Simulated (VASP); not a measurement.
# Al2HCl (R-3m) in VASP: a series of runs

Runs on Al2HCl. Level: PBE. Tasks: single point, relaxation of cell and atoms.

All numbers are computed with VASP 6.6.1; they aren't measurements. Logs are shortened: lines on timing, memory, paths and dates and some standing lists are left out, and cuts for length are marked.

**1. The cell of the first run**

The structure is trigonal, space group R-3m (No. 166). Conventional cell: a = 3.217 Å, b = 3.217 Å, c = 19.577 Å, α = 90.00°, β = 90.00°, γ = 120.00°. Al (site symmetry 3m) has 3 H at 2.17 Å and 3 Cl at 2.83 Å and 3 Al at 2.92 Å within 3.0 Å. Within 2.9 Å of H (site symmetry -3m) lie 6 Al at 2.17 Å. Cl (site symmetry -3m) has 6 Al at 2.83 Å and 6 Cl at 3.22 Å and 6 H at 3.75 Å within 3.8 Å.

**2. Single point, PBE**

Input file INCAR:

```
SYSTEM = Al2HCl
PREC     = Accurate       ! precision mode
ENCUT    = 520            ! plane-wave cutoff, eV
EDIFF    = 1E-7           ! SCF threshold, eV
ISMEAR   = 0              ! smearing method
SIGMA    = 0.1            ! smearing width, eV
LREAL    = .FALSE.        ! projectors in reciprocal space
LASPH    = .TRUE.         ! aspherical terms in the spheres
NELM     = 100            ! most SCF steps
ALGO     = Normal         ! electronic algorithm
ISIF     = 2              ! what is computed and relaxed
LWAVE    = .FALSE.        ! write WAVECAR
LCHARG   = .TRUE.         ! write CHGCAR
GGA      = PE             ! functional
LELF     = .TRUE.         ! ELF
LVHAR    = .TRUE.       
NBANDS   = 15             ! bands
```

Input file KPOINTS:

```
Automatic mesh
0
G
  18 18 18
  0 0 0
```

Input file POSCAR:

```
Al2HCl
1.0
    1.6086020517      0.9287268275      6.5256124578
   -1.6086020517      0.9287268275      6.5256124578
    0.0000000000     -1.8574536551      6.5256124578
Al H Cl
2 1 1
Direct
    0.7757087554      0.7757087554      0.7757087554
    0.2242912446      0.2242912446      0.2242912446
    0.5000000000      0.5000000000      0.5000000000
    0.0000000000      0.0000000000      0.0000000000
```

Potentials or basis: VASP PAW PBE potentials, release 64 (Al, H, Cl).

Started as:

```bash
$ cat potpaw_PBE.64/Al/POTCAR potpaw_PBE.64/H/POTCAR potpaw_PBE.64/Cl/POTCAR > POTCAR
$ mpirun -np 1 vasp_std > vasp.out
```

OUTCAR:

```text
SYSTEM = Al2HCl
   PREC = Accurate
   ENCUT = 520
   EDIFF = 1E-7
   ISMEAR = 0
   LREAL = .FALSE.
   LASPH = .TRUE.
   NELM = 100
   ISIF = 2
   GGA = PE

 ion  position               nearest neighbor table
   1  0.776  0.776  0.776-   4 2.83   4 2.83   4 2.83   2 2.92   2 2.92   2 2.92
   2  0.224  0.224  0.224-   4 2.83   4 2.83   4 2.83   1 2.92   1 2.92   1 2.92
   3  0.500  0.500  0.500-
   4  0.000  0.000  0.000-   1 2.83   2 2.83   1 2.83   1 2.83   2 2.83   2 2.83

  LATTYP: Found a trigonal (rhomboedric) cell.
 ALAT       =     6.7848177595
 COS(alpha) =     0.8875781162

  Lattice vectors:

 A1 = (   1.6086020517,   0.9287268275,   6.5256124578)
 A2 = (  -1.6086020517,   0.9287268275,   6.5256124578)
 A3 = (   0.0000000000,  -1.8574536551,   6.5256124578)

Analysis of symmetry for initial positions (statically):
=====================================================================
 Subroutine PRICEL returns:
 Original cell was already a primitive cell.

 Routine SETGRP: Setting up the symmetry group for a
 trigonal (rhombohedral) supercell.

 Subroutine GETGRP returns: Found 12 space group operations
 (whereof 12 operations were pure point group operations)
 out of a pool of 12 trial point group operations.

The static configuration has the point symmetry D_3d.

Analysis of symmetry for dynamics (positions and initial velocities):
=====================================================================
 Subroutine PRICEL returns:
 Original cell was already a primitive cell.

 Routine SETGRP: Setting up the symmetry group for a
 trigonal (rhombohedral) supercell.

 Subroutine GETGRP returns: Found 12 space group operations
 (whereof 12 operations were pure point group operations)
 out of a pool of 12 trial point group operations.

The dynamic configuration has the point symmetry D_3d.

 Subroutine INISYM returns: Found 12 space group operations
 (whereof 12 operations are pure point group operations),
 and found     1 'primitive' translations

----------------------------------------------------------------------------------------

                                     Primitive cell

  volume of cell :      58.4937

  direct lattice vectors                    reciprocal lattice vectors
     1.608602052  0.928726828  6.525612458     0.310828896  0.179457147  0.051080774
    -1.608602052  0.928726828  6.525612458    -0.310828896  0.179457147  0.051080774
     0.000000000 -1.857453655  6.525612458     0.000000000 -0.358914294  0.051080774

  length of vectors
     6.784817760  6.784817760  6.784817760     0.362530986  0.362530986  0.362530986

  position of ions in fractional coordinates (direct lattice)
     0.775708755  0.775708755  0.775708755
     0.224291245  0.224291245  0.224291245
     0.500000000  0.500000000  0.500000000
     0.000000000  0.000000000  0.000000000

  ion indices of the primitive-cell ions
   primitive index   ion index
                 1           1
                 2           2
                 3           3
                 4           4

----------------------------------------------------------------------------------------

 KPOINTS: Automatic mesh

Automatic generation of k-mesh.
 Grid dimensions read from file:
 generate k-points for:   18   18   18

 Generating k-lattice:

  Cartesian coordinates                     Fractional coordinates (reciprocal lattice)
     0.017268272  0.009969841  0.002837821     0.055555556 -0.000000000  0.000000000
    -0.017268272  0.009969841  0.002837821    -0.000000000  0.055555556  0.000000000
     0.000000000 -0.019939683  0.002837821     0.000000000  0.000000000  0.055555556

  Length of vectors
     0.020140610  0.020140610  0.020140610

  Shift w.r.t. Gamma in fractional coordinates (k-lattice)
     0.000000000  0.000000000  0.000000000

 Subroutine IBZKPT returns following result:
 ===========================================

 Found    580 irreducible k-points:

 Following reciprocal coordinates:
            Coordinates               Weight
  0.000000  0.000000  0.000000      1.000000
  0.055556  0.000000  0.000000      6.000000
  0.111111  0.000000  0.000000      6.000000
  0.166667 -0.000000  0.000000      6.000000
  0.222222  0.000000  0.000000      6.000000
  0.277778  0.000000  0.000000      6.000000
[... 16 lines left out ...]
 -0.277778  0.055556  0.000000     12.000000
 -0.222222  0.055556 -0.000000     12.000000
 [... further k-points ...]
   k-points           NKPTS =    580   k-points in BZ     NKDIM =    580   number of bands    NBANDS=     15
   number of dos      NEDOS =    301   number of ions     NIONS =      4
   total plane-waves  NPLWV = 125000
   dimension x,y,z NGX =    50 NGY =   50 NGZ =   50
   dimension x,y,z NGXF=   100 NGYF=  100 NGZF=  100
   ions per type =               2   1   1
   NGX,Y,Z   is equivalent  to a cutoff of  12.25, 12.25, 12.25 a.u.
   NGXF,Y,Z  is equivalent  to a cutoff of  24.50, 24.50, 24.50 a.u.
 SYSTEM =  Al2HCl
   PREC   = accura    normal or accurate (medium, high low for compatibility)
   ISTART =      0    job   : 0-new  1-cont  2-samecut
   ICHARG =      2    charge: 1-file 2-atom 10-const
   ISPIN  =      1    spin polarized calculation?
   LNONCOLLINEAR =      F non collinear calculations
   LSORBIT =      F    spin-orbit coupling
   LASPH  =      T    aspherical Exc in radial PAW
   ENCUT  =  520.0 eV  38.22 Ry    6.18 a.u.  12.62 12.62 12.62*2*pi/ulx,y,z
   NELM   =    100;   NELMIN=  2; NELMDL= -5     # of ELM steps
   EDIFF  = 0.1E-06   stopping-criterion for ELM
   LREAL  =      F    real-space projection
   EDIFFG = 0.1E-05   stopping-criterion for IOM
   NSW    =      0    number of steps for IOM
   IBRION =     -1    ionic relax: 0-MD 1-quasi-New 2-CG
   NFREE  =      0    steps in history (QN), initial steepest desc. (CG)
   ISIF   =      2    stress and relaxation
   ISYM   =      2    0-nonsym 1-usesym 2-fastsym
   POTIM  = 0.5000    time-step for ionic-motion
   TEBEG  =    0.0;   TEEND  =   0.0 temperature during run
   PSTRESS=    0.0 pullay stress
   NELECT =      14.0000    total number of electrons
   NUPDOWN=      -1.0000    fix difference up-down
   EMIN   =  10.00;   EMAX   =-10.00  energy-range for DOS
   EFERMI =   0.00;   METHOD = LEGACY
   ISMEAR =     0;   SIGMA  =   0.10  broadening in eV -4-tet -1-fermi 0-gaus
   EFERMI_NEDOS =   21; number of points for ismear=-14 and -15
   IALGO  =     38    algorithm
   IMIX   =      4    mixing-type and parameters
     AMIX     =   0.40;   BMIX     =  1.00
     AMIX_MAG =   1.60;   BMIX_MAG =  1.00
  volume/ion in A,a.u.               =      14.62        98.68
  Fermi-wavevector in a.u.,A,eV,Ry     =   1.016439  1.920790 14.056823  1.033147
  Thomas-Fermi vector in A             =   2.149782
   LORBIT       =      0    0 simple, 1 ext, 2 COOP (PROOUT), +10 PAW based schemes
   GGA     = PE    functional components
   LHFCALC =     F    Hartree Fock is set to
   AEXX    =    0.0000 exact exchange contribution
   IVDW    =     0    specifies the selected vdW correction
   LEPSILON=     F    determine dielectric tensor
   LRPA    =     F    only Hartree local field effects (RPA)
 non-spin polarized calculation
 Gauss-broadening in eV      SIGMA  =   0.10
  energy-cutoff  :      520.00
  volume of cell :       58.49
 maximum number of plane-waves:      1598
   NGX = 25   NGY = 25   NGZ = 25

 number of electron      13.9999999 magnetization

 Free energy of the ion-electron system (eV)
  ---------------------------------------------------
  ext. energy  EPLUGINS =         0.00000000
  ---------------------------------------------------
  free energy    TOTEN  =       -12.23542836 eV

  energy without entropy =      -12.22955579  energy(sigma->0) =      -12.23249207

 E-fermi :   6.4549     XC(G=0):  -9.9261

 val. band max:        6.4524548242   @ k =   0.2778   0.0556   0.0556
 cond. band min:       6.4553447991   @ k =  -0.3333   0.2778   0.2222
 fundamental gap:      0.0028899748
 Fermi energy:         6.4548964138

 k-point     1 :       0.0000    0.0000    0.0000
  band No.  band energies     occupation
      1     -10.7547      2.00000
      2      -3.9400      2.00000
      3      -1.6741      2.00000
      4       3.9348      2.00000
      5       3.9348      2.00000
      6       5.2423      2.00000
      7       6.0580      2.00000
      8      11.6292      0.00000
      9      13.2470      0.00000
     10      13.4374      0.00000
     11      13.4374      0.00000
     12      14.2362      0.00000
     13      14.3100      0.00000
     14      14.3100      0.00000
     15      15.7203      0.00000

 k-point     2 :       0.0556    0.0000    0.0000
  band No.  band energies     occupation
      1     -10.7268      2.00000
      2      -3.8888      2.00000
      3      -1.6217      2.00000
      4       3.7157      2.00000
      5       3.9008      2.00000
      6       5.2315      2.00000
      7       6.2097      1.99948
      8      11.2214      0.00000
      9      12.6250      0.00000
     10      12.9667      0.00000
     11      13.2072      0.00000
     12      14.3702      0.00000
     13      14.6649      0.00000
     14      14.9571      0.00000
     15      15.5457      0.00000

 k-point     3 :       0.1111    0.0000    0.0000
  band No.  band energies     occupation
      1     -10.6450      2.00000
      2      -3.7357      2.00000
      3      -1.4662      2.00000
      4       3.1792      2.00000
      5       3.8051      2.00000
      6       5.2333      2.00000
      7       6.5149      0.39586
      8      10.0992      0.00000
      9      11.8730      0.00000
     10      12.2626      0.00000
     11      13.3246      0.00000
     12      14.1140      0.00000
     13      14.2965      0.00000
     14      14.9408      0.00000
     15      15.8918      0.00000

 k-point     4 :       0.1667   -0.0000    0.0000
  band No.  band energies     occupation
      1     -10.5150      2.00000
      2      -3.4822      2.00000
      3      -1.2134      2.00000
      4       2.5006      2.00000
      5       3.6645      2.00000
      6       5.2628      2.00000
      7       6.7209      0.00017
      8       8.9049      0.00000
      9      11.2296      0.00000
     10      11.6048      0.00000
     11      12.9674      0.00000
     12      13.4319      0.00000
     13      13.7574      0.00000
     14      14.9185      0.00000
     15      16.1371      0.00000
[... 307 lines left out ...]
 k-point    22 :      -0.3333    0.0556   -0.0000
  band No.  band energies     occupation
      1      -9.8655      2.00000
      2      -1.8582      2.00000
      3       0.0013      2.00000
      4       0.5509      2.00000
      5       2.9801      2.00000
      6       3.5919      2.00000
      7       5.4259      2.00000
      8       8.5907      0.00000
      9       8.8545      0.00000
     10       9.3840      0.00000
     11      10.7596      0.00000
     12      12.1129      0.00000
     13      13.1289      0.00000
     14      14.1693      0.00000
     15      14.8212      0.00000

 k-point    23 :      -0.2778    0.0556    0.0000
  band No.  band energies     occupation
      1     -10.0461      2.00000
      2      -2.3853      2.00000
      3      -0.2825      2.00000
      4       0.8504      2.00000
      5       3.1444      2.00000
      6       4.6959      2.00000
      7       5.4912      2.00000
      8       8.5254      0.00000
      9       9.0990      0.00000
     10      10.1049      0.00000
     11      11.0267      0.00000
     12      12.3779      0.00000
     13      13.3627      0.00000
     14      14.4053      0.00000
     15      15.1960      0.00000

 k-point    24 :      -0.2222    0.0556   -0.0000
  band No.  band energies     occupation
      1     -10.2378      2.00000
      2      -2.8647      2.00000
      3      -0.6896      2.00000
      4       1.4329      2.00000
      5       3.3253      2.00000
      6       5.4206      2.00000
      7       5.8851      2.00000
      8       8.2869      0.00000
      9       9.4852      0.00000
     10      11.1308      0.00000
     11      11.5325      0.00000
     12      12.7852      0.00000
     13      13.5636      0.00000
     14      14.5922      0.00000
     15      15.7111      0.00000

 [... further k-points ...]

------------------------ aborting loop because EDIFF is reached ----------------------------------------

  FORCE on cell =-STRESS in cart. coord.  units (eV):
  Direction    XX          YY          ZZ          XY          YZ          ZX
  --------------------------------------------------------------------------------------
  -------------------------------------------------------------------------------------
  Total       -0.0313382     -0.0313382      0.0164386      0.0000000     -0.0000000      0.0000000
  in kB       -0.8583724     -0.8583724      0.4502622      0.0000000     -0.0000000      0.0000000
  external PRESSURE =      -0.4221609 kB  Pullay stress =       0.0000000 kB

 VOLUME and BASIS-vectors are now :
 -----------------------------------------------------------------------------
  energy-cutoff  :      520.00
  volume of cell :       58.49
      direct lattice vectors                 reciprocal lattice vectors
     1.608602052  0.928726828  6.525612458     0.310828896  0.179457147  0.051080774
    -1.608602052  0.928726828  6.525612458    -0.310828896  0.179457147  0.051080774
     0.000000000 -1.857453655  6.525612458     0.000000000 -0.358914294  0.051080774

 POSITION                                       TOTAL-FORCE (eV/Angst)
 -----------------------------------------------------------------------------------
      0.00000     -0.00000     15.18592         0.000000     -0.000000      0.005108
      0.00000     -0.00000      4.39091         0.000000      0.000000     -0.005108
      0.00000     -0.00000      9.78842         0.000000     -0.000000      0.000000
      0.00000      0.00000      0.00000         0.000000     -0.000000      0.000000
 -----------------------------------------------------------------------------------
    total drift:                               -0.000000     -0.000000     -0.000000

  FREE ENERGIE OF THE ION-ELECTRON SYSTEM (eV)
  ---------------------------------------------------
  free  energy   TOTEN  =       -12.2354283614 eV

  energy  without entropy=      -12.2295557885  energy(sigma->0) =      -12.23249207
```

Run time: 28 min. Hardware: 1 thread of Intel Xeon Platinum 8175M at 2.50GHz (Skylake/Cascade Lake), shared host; peak memory 0.7 GiB.

What came out:

- Free energy: -12.2354 eV
- Pressure: 0.0 GPa
- Largest force: 0.005 eV/Å
- Band gap on the k mesh: zero (bands 7 and 8 overlap by 3.86 eV)

Forces in eV/Å, atoms in the order of the input:
```
Al   0.000  0.000  0.005
Al   0.000  0.000 -0.005
H    0.000  0.000  0.000
Cl   0.000  0.000  0.000
```

(Part 1 of 2 ends here.)

The gap in the log of VASP goes by the Fermi energy; the results here count the filled bands.